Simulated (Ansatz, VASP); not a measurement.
# One calculation of Mg3ZnS4, two programs

Contents of INCAR:

```
SYSTEM = Mg3ZnS4
PREC = Accurate
ENCUT = 600
EDIFF = 1E-6
ISMEAR = 0
SIGMA = 0.01
LREAL = .False.
LASPH = .True.
NELM = 100
ALGO = Normal
ISIF = 3
LWAVE = .False.
LCHARG = .False.
GGA = PE
IBRION = 2
NSW = 80
EDIFFG = -0.001
```

File KPOINTS:

```
Automatic mesh
0
Gamma
  6 6 2
  0 0 0
```

File POSCAR:

```
Mg3ZnS4
1.0
    3.9809589139      0.0000000000      0.0000000000
    0.0000000000      3.9809589139      0.0000000000
    0.0000000000      0.0000000000     11.2898820641
Mg Zn S
3 1 4
Direct
    0.0000000000      0.0000000000      0.0000000000
    0.5000000000      0.5000000000      0.2562537354
    0.5000000000      0.5000000000      0.7437462646
    0.0000000000      0.0000000000      0.5000000000
    0.5000000000      0.0000000000      0.6161448593
    0.0000000000      0.5000000000      0.8718289720
    0.5000000000      0.0000000000      0.1281710280
    0.0000000000      0.5000000000      0.3838551407
```

Input for Ansatz:

```yaml
crystal:
  lattice:
    - [3.9809589139, 0.0, 0.0]
    - [0.0, 3.9809589139, 0.0]
    - [0.0, 0.0, 11.2898820641]
  atoms:
    - { symbol: Mg, position: [0.0, 0.0, 0.0] }
    - { symbol: Mg, position: [0.5, 0.5, 0.2562537354] }
    - { symbol: Mg, position: [0.5, 0.5, 0.7437462646] }
    - { symbol: Zn, position: [0.0, 0.0, 0.5] }
    - { symbol: S, position: [0.5, 0.0, 0.6161448593] }
    - { symbol: S, position: [0.0, 0.5, 0.871828972] }
    - { symbol: S, position: [0.5, 0.0, 0.128171028] }
    - { symbol: S, position: [0.0, 0.5, 0.3838551407] }
basis:
  ecutwfc: 420
kpoints:
  mp_grid: { grid: [6, 6, 2] }
hamiltonian:
  xc: pbe
scf:
  occupations: { method: fixed }
output:
  forces: true
  stress: true
  eigenvalues: true
  write_density: true
  write_potential: true
  elf: true
  volumetric_format: npy
relax:
  adjacent_minimum: "off"
  f_tol: 0.001
  max_steps: 60
  cell: { stress_tol: 0.01 }
```

Alike in both runs: task relaxation of cell and atoms; functional PBE; k mesh 6 × 6 × 2; no spin polarisation.

|  | VASP | Ansatz |
| --- | --- | --- |
| version | VASP 6.6.1 | Ansatz 0.2.0 |
| potentials or method | VASP PAW PBE potentials, release 64 (Mg, Zn, S), cutoff 600 eV | scalar-relativistic, plane waves, PAW |
| occupations | gaussian, width 0.01 eV | fixed |
| valence electrons in the cell | 42 | 66 |

|  | VASP | Ansatz | Ansatz less VASP |
| --- | --- | --- | --- |
| gap on the k mesh at the Fermi level, each at its own relaxed structure (eV) | 2.88 | 2.88 | -0.002 |
| relaxed volume (Å³/atom) | 22.33 | 22.36 | +0.028 |
| relaxed cell length with the largest relative difference (Å) | 11.290 | 11.298 | +0.0073 |

VASP's potentials hold 42 valence electrons a cell and Ansatz's 66, so a difference there can come from the potentials and not from the codes.
